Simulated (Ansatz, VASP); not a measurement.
**Sr in VASP and in Ansatz**

File INCAR:

```
PREC = Accurate
ENCUT = 600
EDIFF = 1E-6
ISMEAR = 0
SIGMA = 0.1
LREAL = F
LASPH = T
NELM = 60
ALGO = Fast
ISIF = 3
LWAVE = F
LCHARG = F
GGA = PS
IBRION = 2
NSW = 100
EDIFFG = -0.01
```

KPOINTS

```
regular mesh
0
Gamma
  10 10 10
```

The input POSCAR:

```
Sr
1.0
    0.0000000000      4.6878108708      4.6878108708
    4.6878108708      0.0000000000      4.6878108708
    4.6878108708      4.6878108708      0.0000000000
Sr
2
Direct
    0.5000000000      0.5000000000      0.5000000000
    0.7500000000      0.7500000000      0.7500000000
```

Input for Ansatz:

```yaml
crystal:
  lattice:
    - [0.0, 4.6878108708, 4.6878108708]
    - [4.6878108708, 0.0, 4.6878108708]
    - [4.6878108708, 4.6878108708, 0.0]
  atoms:
    - { symbol: Sr, position: [0.5, 0.5, 0.5] }
    - { symbol: Sr, position: [0.75, 0.75, 0.75] }
basis:
  ecutwfc: 420
kpoints:
  mp_grid: { grid: [10, 10, 10] }
hamiltonian:
  xc: pbesol
scf:
  occupations: { method: gaussian, width: 0.1 }
output:
  forces: true
  stress: true
  eigenvalues: true
relax:
  adjacent_minimum: "off"
  f_tol: 0.01
  max_steps: 80
  cell: { stress_tol: 0.05 }
```

Alike in both runs: task relaxation of cell and atoms; functional PBEsol; k mesh 10 × 10 × 10; occupations gaussian, width 0.1 eV; no spin polarisation.

|  | VASP | Ansatz |
| --- | --- | --- |
| version | VASP 6.6.1 | Ansatz 0.2.0 |
| potentials or method | VASP PAW PBE potentials, release 64 (Sr_sv), cutoff 600 eV | scalar-relativistic, plane waves, PAW |
| valence electrons in the cell | 20 | 20 |

|  | VASP | Ansatz | Ansatz less VASP |
| --- | --- | --- | --- |
| gap on the k mesh at the Fermi level, each at its own relaxed structure (eV) | none | none | - |
| relaxed volume (Å³/atom) | 103.49 | 103.02 | -0.475 |
| relaxed length of the cell vector where the two differ most in proportion (Å) | 6.640 | 6.630 | -0.0102 |

VASP's potentials were made for PBE, not for PBEsol. A gap of «none» marks a metal or a gap that the smearing closes.
